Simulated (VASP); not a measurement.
# Si: relaxation of cell and atoms with PBE

The system is Si.

```xyz
6
Lattice="5.4757 0.0000 0.0000 -2.7379 4.7421 0.0000 0.0000 0.0000 5.1225" Properties=species:S:1:pos:R:3 pbc="T T T"
Si    0.0000    2.2053    1.2806
Si    0.8280    3.6395    2.9881
Si   -0.8280    3.6395    4.6956
Si    2.7379    2.5368    3.8419
Si    1.9098    1.1027    0.4269
Si    3.5659    1.1027    2.1344
```

The cell was built from a structure type or drawn by symmetry, and may not be a known phase.

| Item | Value |
| --- | --- |
| Program | VASP 6.6.1 |
| Task | relaxation of cell and atoms |
| Functional | PBE |
| Potentials or basis | VASP PAW PBE potentials, release 64 (Si) |
| Cutoff | 600 eV |
| k mesh | 6 × 6 × 6 |
| Occupations | gaussian, width 0.02 eV |
| Spin | no spin polarisation |
| Dipole correction | no |
| Further INCAR settings | ALGO = Normal; EDIFF = 1e-07; IBRION = 2; EDIFFG = -0.01; NSW = 100; ISIF = 3 |

* Pressure after relaxing: 0.0 GPa
* Largest force after relaxing: 0.003 eV/Å
* Band gap on the k mesh: 1.51 eV (least direct gap 1.83 eV)

Forces in eV/Å, atoms in the order of the input:
```
Si   0.000  0.003  0.000
Si  -0.003 -0.002  0.000
Si   0.003 -0.002  0.000
Si   0.000 -0.003  0.000
Si   0.003  0.002  0.000
Si  -0.003  0.002  0.000
```

Final structure:
```cif
data_structure
_symmetry_space_group_name_H-M 'P 1'
_symmetry_Int_Tables_number 1
_cell_length_a 5.4757
_cell_length_b 5.4757
_cell_length_c 5.1225
_cell_angle_alpha 90.000
_cell_angle_beta 90.000
_cell_angle_gamma 120.000
_cell_volume 133.01
loop_
_atom_site_label
_atom_site_type_symbol
_atom_site_fract_x
_atom_site_fract_y
_atom_site_fract_z
_atom_site_occupancy
Si1 Si 0.23252 0.46505 0.25000 1
Si2 Si 0.53495 0.76748 0.58333 1
Si3 Si 0.23252 0.76748 0.91667 1
Si4 Si 0.76748 0.53495 0.75000 1
Si5 Si 0.46505 0.23252 0.08333 1
Si6 Si 0.76748 0.23252 0.41667 1
```

Levels at points of the mesh, in eV from the valence-band top:
```tsv
k point	band 10	band 11	band 12	band 13	band 14	band 15
(0.00, 0.00, 0.00)	-1.08	-0.94	-0.94	2.10	2.10	2.75
(0.50, 0.00, 0.00)	-1.50	-0.71	-0.45	2.00	3.00	3.19
(0.00, 0.00, 0.50)	-2.03	-1.43	-1.43	2.12	2.12	3.28
(0.50, 0.00, 0.50)	-0.20	0.00	0.00	2.82	2.82	3.75
```

It took 35 s on 1 thread of Intel(R) Xeon(R) 6975P-C (Granite Rapids), on a shared host, peak memory 0.29 GiB.

Caveat: the relaxation stopped at its first step, so nothing moved. A k mesh can miss the band edges.
